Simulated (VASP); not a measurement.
Write the native input for VASP 6.6.1 that does the following.

| Property | Result |
| --- | --- |
| Task | single point |
| Functional | PBEsol |
| Potentials or basis | VASP PAW PBE potentials, release 64 (Tl_d) |
| Cutoff | 520 eV |
| k mesh | 21 × 21 × 12 |
| Occupations | tetrahedron |
| Spin | no spin polarisation |
| Dipole correction | no |
| Further INCAR settings | ALGO = Normal; EDIFF = 1e-07; NBANDS = 20 |

The structure of Tl lies in POSCAR:

```
Tl
1.0
    3.1390534934      0.0000000000      0.0000000000
   -1.5695267467      2.7185000692      0.0000000000
    0.0000000000      0.0000000000      5.0919926171
Tl
2
Direct
    0.3333333333      0.6666666667      0.2500000000
    0.6666666667      0.3333333333      0.7500000000
```

The input as run:

INCAR

```
  ALGO = Normal
  EDIFF = 1E-7
  ENCUT = 520
  GGA = PS
  ISIF = 2
  ISMEAR = -4
  LASPH = True
  LCHARG = False
  LREAL = False
  LWAVE = False
  NBANDS = 20
  NELM = 60
  PREC = Accurate
  SIGMA = 0.1
```

KPOINTS

```
k-points
0
Gamma
  21 21 12
```

Potentials or basis: VASP PAW PBE potentials, release 64 (Tl_d).

The run is started by

```sh
$ cat potpaw_PBE.64/Tl_d/POTCAR > POTCAR
$ mpirun -np 1 vasp_std > vasp.out
```

It gave:

- Pressure: 21.3 GPa
- Band gap on the k mesh: zero (bands 13 and 14 overlap by 7.68 eV)

Caveat: the cell stands under pressure; the PAW data sets were made with another functional, which shifts forces and pressure a little; spin-orbit coupling is left out, which moves the levels of the heavy elements; tetrahedron occupations give inexact forces and stress in metals.

Wall time 5.8 min on 1 thread of Oxide Virtual Turin-like Processor, on a shared host, peak memory 0.32 GiB.
